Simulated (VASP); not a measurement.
## KI: single point with PBE-based screened hybrid with 25 % exact exchange

Crystal: KI.

```
CELL_PARAMETERS angstrom
4.29120 0.00000 0.00000
0.00000 4.29120 0.00000
0.00000 0.00000 4.29120
ATOMIC_POSITIONS crystal
I 0.50000 0.50000 0.50000
K 0.00000 0.00000 0.00000
```

```
Program             : VASP 6.6.1
Task                : single point
Functional          : PBE-based screened hybrid with 25 % exact exchange
Potentials or basis : VASP PAW PBE potentials, release 64 (I, K_sv)
Cutoff              : 520 eV
k mesh              : 3 × 3 × 3
Occupations         : fermi-dirac, width 0.05 eV
Spin                : no spin polarisation
```

```json
{"Pressure": "0.5 GPa", "Band gap on the k mesh": "4.47 eV (least direct gap 4.72 eV)"}
```

Levels at points of the mesh, in eV from the valence-band top:
| k point | band 6 | band 7 | band 8 | band 9 | band 10 | band 11 |
| --- | --- | --- | --- | --- | --- | --- |
| (0.00, 0.00, 0.00) | -0.25 | -0.25 | -0.25 | 4.47 | 5.95 | 5.95 |

Wall time 68 s on 1 thread of Intel(R) Xeon(R) Platinum 8488C (Sapphire Rapids), with other jobs on the host, peak memory 0.28 GiB.

Caveat: the k points lie up to 0.49 Å⁻¹ apart; the PAW data sets were made with another functional, which shifts forces and pressure a little; spin-orbit coupling is left out, which moves the levels of the heavy elements; an odd mesh through Γ misses points on the zone boundary, where band edges can lie.
